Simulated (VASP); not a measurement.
**Na3Li: single point with PBE**

The system is Na3Li.

```xyz
4
Lattice="5.0479 0.0000 0.0000 0.0000 5.0479 0.0000 0.0000 0.0000 5.0479" Properties=species:S:1:pos:R:3 pbc="T T T"
Na    0.0000    2.5239    2.5239
Na    2.5239    0.0000    2.5239
Na    2.5239    2.5239    0.0000
Li    0.0000    0.0000    0.0000
```

| Property | Result |
| --- | --- |
| Program | VASP 6.6.1 |
| Task | single point |
| Functional | PBE |
| Potentials or basis | VASP PAW PBE potentials, release 64 (Na_pv, Li_sv) |
| Cutoff | 520 eV |
| k mesh | 4 × 4 × 4 |
| Occupations | gaussian, width 0.1 eV |
| Spin | no spin polarisation |
| Dipole correction | no |
| Further INCAR settings | ALGO = Normal; EDIFF = 1e-06; NBANDS = 20 |

The band gap on the k mesh is zero (bands 12 and 13 overlap by 2.17 eV).

Levels at points of the mesh, in eV from the Fermi level:
```csv
k point,band 8,band 9,band 10,band 11,band 12,band 13,band 14,band 15,band 16,band 17
"(0.00, 0.00, 0.00)",-24.74,-24.74,-24.74,-3.42,1.67,1.67,1.67,2.47,2.82,2.82
"(0.50, 0.00, 0.00)",-24.74,-24.74,-24.74,-2.06,-1.92,2.64,2.64,3.00,3.46,3.46
"(0.50, 0.50, 0.00)",-24.75,-24.75,-24.73,-0.70,-0.70,-0.50,-0.48,3.45,4.70,4.85
"(0.50, 0.50, 0.50)",-24.73,-24.73,-24.73,0.34,0.34,0.34,0.66,1.08,1.33,1.33
```

It took 34 s on 1 thread of Intel Xeon 8259CL, on a shared host, peak memory 0.23 GiB.
